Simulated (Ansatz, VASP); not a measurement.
## BN in VASP and in Ansatz

Contents of INCAR:

```
PREC     = Accurate       # precision mode
ENCUT    = 520            # plane-wave cutoff, eV
EDIFF    = 1E-7           # SCF threshold, eV
ISMEAR   = 0              # smearing method
SIGMA    = 0.05           # smearing width, eV
LREAL    = False          # projectors in reciprocal space
LASPH    = True           # aspherical terms in the spheres
NELM     = 80             # most SCF steps
ALGO     = Normal         # electronic algorithm
ISIF     = 2              # what is computed and relaxed
LWAVE    = False          # write WAVECAR
LCHARG   = False          # write CHGCAR
GGA      = PE             # functional
NBANDS   = 16             # bands
```

Contents of KPOINTS:

```
Automatic mesh
0
Gamma
  6 6 6
```

Contents of POSCAR:

```
BN
1.0
    0.0000000000     -1.8123937734     -1.8123937734
   -1.8123937734      0.0000000000     -1.8123937734
    1.8123937734      1.8123937734     -3.6247875468
B N
2 2
Direct
   -0.0340415580      0.0304745917      0.0000000000
    0.5340415580      0.4695254083      0.5000000000
    0.3401630500      0.4061866403      0.8750000000
    0.9098369500      0.8438133597      0.3750000000
```

Input for Ansatz:

```yaml
crystal:
  lattice:
    - [0.0, -1.8123937734, -1.8123937734]
    - [-1.8123937734, 0.0, -1.8123937734]
    - [1.8123937734, 1.8123937734, -3.6247875468]
  atoms:
    - { symbol: B, position: [-0.034041558, 0.0304745917, 0.0] }
    - { symbol: B, position: [0.534041558, 0.4695254083, 0.5] }
    - { symbol: "N", position: [0.34016305, 0.4061866403, 0.875] }
    - { symbol: "N", position: [0.90983695, 0.8438133597, 0.375] }
basis:
  ecutwfc: 520.0
kpoints:
  mp_grid: { grid: [6, 6, 6] }
hamiltonian:
  xc: pbe
scf:
  occupations: { method: gaussian, width: 0.05 }
output:
  forces: true
  stress: true
  eigenvalues: true
```

Change from the starting cell: mode 4 frozen in at -0.051 Å and mode 5 at +0.068 Å (largest displacements).

Alike in both runs: task single point; functional PBE; k mesh 6 × 6 × 6; occupations gaussian, width 0.05 eV; no spin polarisation.

|  | VASP | Ansatz |
| --- | --- | --- |
| version | VASP 6.6.1 | Ansatz 0.2.0 |
| potentials or method | VASP PAW PBE potentials, release 64 (B, N), cutoff 520 eV | scalar-relativistic, plane waves, PAW |
| valence electrons in the cell | 16 | 16 |

Ansatz gave:

| Property | Result |
| --- | --- |
| gap on the k mesh at the Fermi level (eV) | 4.33 |
| least direct gap on the mesh (eV) | 6.28 |
| pressure (GPa) | -0.2 |
| traceless stress, the component that is largest in VASP (GPa) | 1.62 |
| rms of the force components (eV/Å) | 0.521 |

Question: What did VASP give for the same quantities?

Answer: gap on the k mesh at the Fermi level (eV): 4.32; least direct gap on the mesh (eV): 6.27; pressure (GPa): 0.0; traceless stress, the component that is largest in VASP (GPa): 1.62; rms of the force components (eV/Å): 0.521.

Atom by atom the forces differ by 0.001 eV/Å (rms over components).

The k mesh is coarse, so the values compare programs but aren't converged.
